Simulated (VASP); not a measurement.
# BaHg (Pm-3m) in VASP: further runs

Runs on BaHg. Level: LDA. Tasks: single point.

All numbers are computed with VASP 6.6.1; they aren't measurements. Logs are shortened: lines on timing, memory, paths and dates and some standing lists are left out, and cuts for length are marked.

## 1. The cell of the first run

The structure is cubic, space group Pm-3m (No. 221). The conventional cell has a = 4.234 Å, b = 4.234 Å, c = 4.234 Å, α = 90.00°, β = 90.00°, γ = 90.00°. Within 4.8 Å of Ba (site symmetry m-3m) lie 8 Hg at 3.67 Å and 6 Ba at 4.23 Å. Within 4.8 Å of Hg (site symmetry m-3m) lie 8 Ba at 3.67 Å and 6 Hg at 4.23 Å.

## 2. Single point, LDA

File INCAR:

```
SYSTEM = BaHg
PREC = Accurate
ENCUT = 520
EDIFF = 1E-6
ISMEAR = 1
SIGMA = 0.05
LREAL = .False.
LASPH = .True.
NELM = 80
ALGO = Normal
ISIF = 2
LWAVE = .False.
LCHARG = .False.
NBANDS = 18
```

File KPOINTS:

```
regular mesh
0
Gamma
  7 7 7
  0 0 0
```

File POSCAR:

```
BaHg
1.0
    4.2337499903      0.0000000000      0.0000000000
    0.0000000000      4.2337499903      0.0000000000
    0.0000000000      0.0000000000      4.2337499903
Ba Hg
1 1
Direct
    0.0000000000      0.0000000000      0.0000000000
    0.5000000000      0.5000000000      0.5000000000
```

Potentials or basis: VASP PAW LDA potentials, release 64 (Ba_sv, Hg).

Command:

```console
$ cat potpaw_LDA.64/Ba_sv/POTCAR potpaw_LDA.64/Hg/POTCAR > POTCAR
$ mpirun -np 1 vasp_std > vasp.out
```

OUTCAR:

```text
SYSTEM = BaHg
   PREC = Accurate
   ENCUT = 520
   EDIFF = 1E-6
   ISMEAR = 1
   LREAL = .False.
   LASPH = .True.
   NELM = 80
   ISIF = 2

 ion  position               nearest neighbor table
   1  0.000  0.000  0.000-   2 3.67   2 3.67   2 3.67   2 3.67   2 3.67   2 3.67   2 3.67   2 3.67

   2  0.500  0.500  0.500-   1 3.67   1 3.67   1 3.67   1 3.67   1 3.67   1 3.67   1 3.67   1 3.67

  LATTYP: Found a simple cubic cell.
 ALAT       =     4.2337499903

  Lattice vectors:

 A1 = (   4.2337499903,   0.0000000000,   0.0000000000)
 A2 = (   0.0000000000,   4.2337499903,   0.0000000000)
 A3 = (   0.0000000000,   0.0000000000,   4.2337499903)

Analysis of symmetry for initial positions (statically):
=====================================================================
 Subroutine PRICEL returns:
 Original cell was already a primitive cell.

 Routine SETGRP: Setting up the symmetry group for a
 simple cubic supercell.

 Subroutine GETGRP returns: Found 48 space group operations
 (whereof 48 operations were pure point group operations)
 out of a pool of 48 trial point group operations.

The static configuration has the point symmetry O_h .

Analysis of symmetry for dynamics (positions and initial velocities):
=====================================================================
 Subroutine PRICEL returns:
 Original cell was already a primitive cell.

 Routine SETGRP: Setting up the symmetry group for a
 simple cubic supercell.

 Subroutine GETGRP returns: Found 48 space group operations
 (whereof 48 operations were pure point group operations)
 out of a pool of 48 trial point group operations.

The dynamic configuration has the point symmetry O_h .

 Subroutine INISYM returns: Found 48 space group operations
 (whereof 48 operations are pure point group operations),
 and found     1 'primitive' translations

----------------------------------------------------------------------------------------

                                     Primitive cell

  volume of cell :      75.8884

  direct lattice vectors                    reciprocal lattice vectors
     4.233749990  0.000000000  0.000000000     0.236197225  0.000000000  0.000000000
     0.000000000  4.233749990  0.000000000     0.000000000  0.236197225  0.000000000
     0.000000000  0.000000000  4.233749990     0.000000000  0.000000000  0.236197225

  length of vectors
     4.233749990  4.233749990  4.233749990     0.236197225  0.236197225  0.236197225

  position of ions in fractional coordinates (direct lattice)
     0.000000000  0.000000000  0.000000000
[... 72 lines left out ...]
   NELM   =     80;   NELMIN=  2; NELMDL= -5     # of ELM steps
   EDIFF  = 0.1E-05   stopping-criterion for ELM
   LREAL  =      F    real-space projection
   EDIFFG = 0.1E-04   stopping-criterion for IOM
   NSW    =      0    number of steps for IOM
   IBRION =     -1    ionic relax: 0-MD 1-quasi-New 2-CG
   NFREE  =      0    steps in history (QN), initial steepest desc. (CG)
   ISIF   =      2    stress and relaxation
   ISYM   =      2    0-nonsym 1-usesym 2-fastsym
   POTIM  = 0.5000    time-step for ionic-motion
   TEBEG  =    0.0;   TEEND  =   0.0 temperature during run
   PSTRESS=    0.0 pullay stress
   NELECT =      22.0000    total number of electrons
   NUPDOWN=      -1.0000    fix difference up-down
   EMIN   =  10.00;   EMAX   =-10.00  energy-range for DOS
   EFERMI =   0.00;   METHOD = LEGACY
   ISMEAR =     1;   SIGMA  =   0.05  broadening in eV -4-tet -1-fermi 0-gaus
   EFERMI_NEDOS =   21; number of points for ismear=-14 and -15
   IALGO  =     38    algorithm
   IMIX   =      4    mixing-type and parameters
     AMIX     =   0.40;   BMIX     =  1.00
     AMIX_MAG =   1.60;   BMIX_MAG =  1.00
  volume/ion in A,a.u.               =      37.94       256.06
  Fermi-wavevector in a.u.,A,eV,Ry     =   1.083487  2.047494 15.972489  1.173945
  Thomas-Fermi vector in A             =   2.219555
   LORBIT       =      0    0 simple, 1 ext, 2 COOP (PROOUT), +10 PAW based schemes
   GGA     = CA    functional components
   LHFCALC =     F    Hartree Fock is set to
   AEXX    =    0.0000 exact exchange contribution
   IVDW    =     0    specifies the selected vdW correction
   LEPSILON=     F    determine dielectric tensor
   LRPA    =     F    only Hartree local field effects (RPA)
 non-spin polarized calculation
 Methfessel and Paxton  Order N= 1 SIGMA  =   0.05
  energy-cutoff  :      520.00
  volume of cell :       75.89
 maximum number of plane-waves:      2057
 NGX is ok and might be reduce to    32
   NGX = 15   NGY = 15   NGZ = 15

 number of electron      22.0000002 magnetization

 Free energy of the ion-electron system (eV)
  ---------------------------------------------------
  ext. energy  EPLUGINS =         0.00000000
  ---------------------------------------------------
  free energy    TOTEN  =        -4.27076333 eV

  energy without entropy =       -4.26956192  energy(sigma->0) =       -4.27036286

 E-fermi :   2.0909     XC(G=0):  -9.1866

 val. band max:        2.0657820991   @ k =   0.2857   0.2857   0.1429
 cond. band min:       2.0960844746   @ k =   0.4286   0.4286   0.1429
 fundamental gap:      0.0303023755
 Fermi energy:         2.0908664324

 k-point     1 :       0.0000    0.0000    0.0000
  band No.  band energies     occupation
      1     -26.2470      2.00000
      2     -11.2868      2.00000
      3     -11.2868      2.00000
      4     -11.2868      2.00000
      5      -4.9446      2.00000
      6      -4.9446      2.00000
[... 397 lines left out ...]
      5      -4.8078      2.00000
      6      -4.7810      2.00000
[... 10 lines left out ...]
     17       9.0507      0.00000
     18       9.0507      0.00000

------------------------ aborting loop because EDIFF is reached ----------------------------------------

  FORCE on cell =-STRESS in cart. coord.  units (eV):
  Direction    XX          YY          ZZ          XY          YZ          ZX
  --------------------------------------------------------------------------------------
  -------------------------------------------------------------------------------------
  Total       -1.5476754     -1.5476754     -1.5476754      0.0000000      0.0000000     -0.0000000
  in kB      -32.6749438    -32.6749438    -32.6749438      0.0000000      0.0000000     -0.0000000
  external PRESSURE =     -32.6749438 kB  Pullay stress =       0.0000000 kB

 VOLUME and BASIS-vectors are now :
 -----------------------------------------------------------------------------
  energy-cutoff  :      520.00
  volume of cell :       75.89
      direct lattice vectors                 reciprocal lattice vectors
     4.233749990  0.000000000  0.000000000     0.236197225  0.000000000  0.000000000
     0.000000000  4.233749990  0.000000000     0.000000000  0.236197225  0.000000000
     0.000000000  0.000000000  4.233749990     0.000000000  0.000000000  0.236197225

 POSITION                                       TOTAL-FORCE (eV/Angst)
 -----------------------------------------------------------------------------------
      0.00000      0.00000      0.00000         0.000000      0.000000      0.000000
      2.11687      2.11687      2.11687         0.000000      0.000000      0.000000
 -----------------------------------------------------------------------------------
    total drift:                                0.000000      0.000000     -0.000000

  FREE ENERGIE OF THE ION-ELECTRON SYSTEM (eV)
  ---------------------------------------------------
  free  energy   TOTEN  =        -4.2707633305 eV

  energy  without entropy=       -4.2695619170  energy(sigma->0) =       -4.27036286
```

OSZICAR:

```text
N       E                     dE             d eps       ncg     rms          rms(c)
DAV:   1     0.146381849951E+03    0.14638E+03   -0.10155E+04   720   0.109E+03
DAV:   2     0.281642012166E+01   -0.14357E+03   -0.13650E+03   800   0.253E+02
DAV:   3    -0.435154457293E+01   -0.71680E+01   -0.71236E+01   952   0.545E+01
DAV:   4    -0.448924986871E+01   -0.13771E+00   -0.13754E+00   920   0.587E+00
DAV:   5    -0.449114180824E+01   -0.18919E-02   -0.18910E-02   962   0.582E-01    0.346E+00
DAV:   6    -0.428283208500E+01    0.20831E+00   -0.69569E-01   786   0.577E+00    0.186E+00
DAV:   7    -0.427397248559E+01    0.88596E-02   -0.34496E-02   802   0.101E+00    0.110E+00
DAV:   8    -0.427078560514E+01    0.31869E-02   -0.51149E-03   912   0.666E-01    0.118E-01
DAV:   9    -0.427076176324E+01    0.23842E-04   -0.25176E-04   860   0.113E-01    0.446E-02
DAV:  10    -0.427076247367E+01   -0.71042E-06   -0.43211E-05  1064   0.325E-02    0.811E-03
DAV:  11    -0.427076333055E+01   -0.85688E-06   -0.42791E-06   680   0.127E-02
   1 F= -.42707633E+01 E0= -.42703629E+01  d E =-.120141E-02
```

Run time: 31 s. Hardware: 1 thread of AMD EPYC 7R13, shared host; peak memory 0.14 GiB.

Results:

```yaml
Free_energy: -4.2708 eV
Pressure: -3.3 GPa
Band_gap_on_the_k_mesh: zero (bands 11 and 12 overlap by 1.79 eV)
```

Caveat: the cell stands under tension; spin-orbit coupling is left out, which moves the levels of the heavy elements.

## 3. Single point, LDA

This run uses another cell than the first one, of 39.40 Å³/atom.

File INCAR:

```
SYSTEM = BaHg
ALGO = Normal ; EDIFF = 1E-7
ENCUT = 520 ; ISIF = 2
ISMEAR = 1 ; LASPH = .True.
LCHARG = .False. ; LREAL = .False.
LWAVE = .False. ; NBANDS = 18
NELM = 80 ; PREC = Accurate
SIGMA = 0.05
```

File KPOINTS:

```
k-points
0
Gamma
  7 7 7
  0 0 0
```

File POSCAR:

```
BaHg
1.0
    4.2873474522      0.0000000000      0.0000000000
    0.0000000000      4.2873474522      0.0000000000
    0.0000000000      0.0000000000      4.2873474522
Ba Hg
1 1
Direct
    0.0000000000      0.0000000000      0.0000000000
    0.5000000000      0.5000000000      0.5000000000
```

Potentials or basis: VASP PAW LDA potentials, release 64 (Ba_sv, Hg).

Command:

```console
$ cat potpaw_LDA.64/Ba_sv/POTCAR potpaw_LDA.64/Hg/POTCAR > POTCAR
$ mpirun -np 1 vasp_std > vasp.out
```

OUTCAR:

```text
SYSTEM = BaHg
   EDIFF = 1E-7
   ENCUT = 520
   ISIF = 2
   ISMEAR = 1
   LASPH = .True.
   LREAL = .False.
   NELM = 80
   PREC = Accurate

 ion  position               nearest neighbor table
   1  0.000  0.000  0.000-   2 3.71   2 3.71   2 3.71   2 3.71   2 3.71   2 3.71   2 3.71   2 3.71

   2  0.500  0.500  0.500-   1 3.71   1 3.71   1 3.71   1 3.71   1 3.71   1 3.71   1 3.71   1 3.71

  LATTYP: Found a simple cubic cell.
 ALAT       =     4.2873474522

  Lattice vectors:

 A1 = (   4.2873474522,   0.0000000000,   0.0000000000)
 A2 = (   0.0000000000,   4.2873474522,   0.0000000000)
 A3 = (   0.0000000000,   0.0000000000,   4.2873474522)

Analysis of symmetry for initial positions (statically):
=====================================================================
 Subroutine PRICEL returns:
 Original cell was already a primitive cell.

 Routine SETGRP: Setting up the symmetry group for a
 simple cubic supercell.

 Subroutine GETGRP returns: Found 48 space group operations
 (whereof 48 operations were pure point group operations)
 out of a pool of 48 trial point group operations.

The static configuration has the point symmetry O_h .

[... 154 lines left out ...]
  energy without entropy =       -4.20559056  energy(sigma->0) =       -4.20628090

 E-fermi :   1.9126     XC(G=0):  -9.0289

 val. band max:        1.8863011259   @ k =   0.2857   0.2857   0.1429
 cond. band min:       1.9190185403   @ k =   0.4286   0.4286   0.1429
 fundamental gap:      0.0327174143
 Fermi energy:         1.9125998727

 k-point     1 :       0.0000    0.0000    0.0000
  band No.  band energies     occupation
      1     -26.4940      2.00000
      2     -11.5423      2.00000
      3     -11.5423      2.00000
      4     -11.5423      2.00000
      5      -5.0552      2.00000
      6      -5.0552      2.00000
[... 397 lines left out ...]
      5      -4.9416      2.00000
      6      -4.9187      2.00000
[... 10 lines left out ...]
     17       8.6006      0.00000
     18       8.6006      0.00000

------------------------ aborting loop because EDIFF is reached ----------------------------------------

  FORCE on cell =-STRESS in cart. coord.  units (eV):
  Direction    XX          YY          ZZ          XY          YZ          ZX
  --------------------------------------------------------------------------------------
  -------------------------------------------------------------------------------------
  Total       -1.8824730     -1.8824730     -1.8824730      0.0000000      0.0000000      0.0000000
  in kB      -38.2713068    -38.2713068    -38.2713068      0.0000000      0.0000000      0.0000000
  external PRESSURE =     -38.2713068 kB  Pullay stress =       0.0000000 kB

 VOLUME and BASIS-vectors are now :
 -----------------------------------------------------------------------------
  energy-cutoff  :      520.00
  volume of cell :       78.81
      direct lattice vectors                 reciprocal lattice vectors
     4.287347452  0.000000000  0.000000000     0.233244450  0.000000000  0.000000000
     0.000000000  4.287347452  0.000000000     0.000000000  0.233244450  0.000000000
     0.000000000  0.000000000  4.287347452     0.000000000  0.000000000  0.233244450

 POSITION                                       TOTAL-FORCE (eV/Angst)
 -----------------------------------------------------------------------------------
      0.00000      0.00000      0.00000         0.000000      0.000000      0.000000
      2.14367      2.14367      2.14367         0.000000      0.000000      0.000000
 -----------------------------------------------------------------------------------
    total drift:                                0.000000      0.000000     -0.000000

  FREE ENERGIE OF THE ION-ELECTRON SYSTEM (eV)
  ---------------------------------------------------
  free  energy   TOTEN  =        -4.2066260659 eV

  energy  without entropy=       -4.2055905559  energy(sigma->0) =       -4.20628090
```

OSZICAR:

```text
N       E                     dE             d eps       ncg     rms          rms(c)
DAV:   1     0.151680948710E+03    0.15168E+03   -0.10312E+04   720   0.110E+03
DAV:   2     0.304653500305E+01   -0.14863E+03   -0.14186E+03   840   0.249E+02
DAV:   3    -0.427753255046E+01   -0.73241E+01   -0.72656E+01   952   0.554E+01
DAV:   4    -0.440283526148E+01   -0.12530E+00   -0.12514E+00   946   0.575E+00
DAV:   5    -0.440488062821E+01   -0.20454E-02   -0.20444E-02   916   0.585E-01    0.327E+00
DAV:   6    -0.421705663607E+01    0.18782E+00   -0.63870E-01   788   0.541E+00    0.177E+00
DAV:   7    -0.420930654085E+01    0.77501E-02   -0.31560E-02   800   0.955E-01    0.104E+00
DAV:   8    -0.420664146158E+01    0.26651E-02   -0.48174E-03   914   0.645E-01    0.112E-01
DAV:   9    -0.420662272621E+01    0.18735E-04   -0.23776E-04   886   0.109E-01    0.415E-02
DAV:  10    -0.420662524203E+01   -0.25158E-05   -0.47070E-05  1076   0.322E-02    0.769E-03
DAV:  11    -0.420662612903E+01   -0.88700E-06   -0.41754E-06   822   0.124E-02    0.365E-03
DAV:  12    -0.420662606589E+01    0.63140E-07   -0.58031E-07   762   0.404E-03
   1 F= -.42066261E+01 E0= -.42062809E+01  d E =-.103551E-02
```

It took 36 s on 1 thread of AMD EPYC 7R13, shared host; peak memory 0.14 GiB.

Results:

```
Free energy            : -4.2066 eV
Pressure               : -3.8 GPa
Band gap on the k mesh : zero (bands 11 and 12 overlap by 1.70 eV)
```

Levels at points of the mesh, in eV from the Fermi level:
```tsv
k point	band 9	band 10	band 11	band 12	band 13	band 14
(0.00, 0.00, 0.00)	-6.80	-5.84	0.89	0.89	3.72	3.72
```

Caveat: the cell stands under tension; spin-orbit coupling is left out, which moves the levels of the heavy elements.
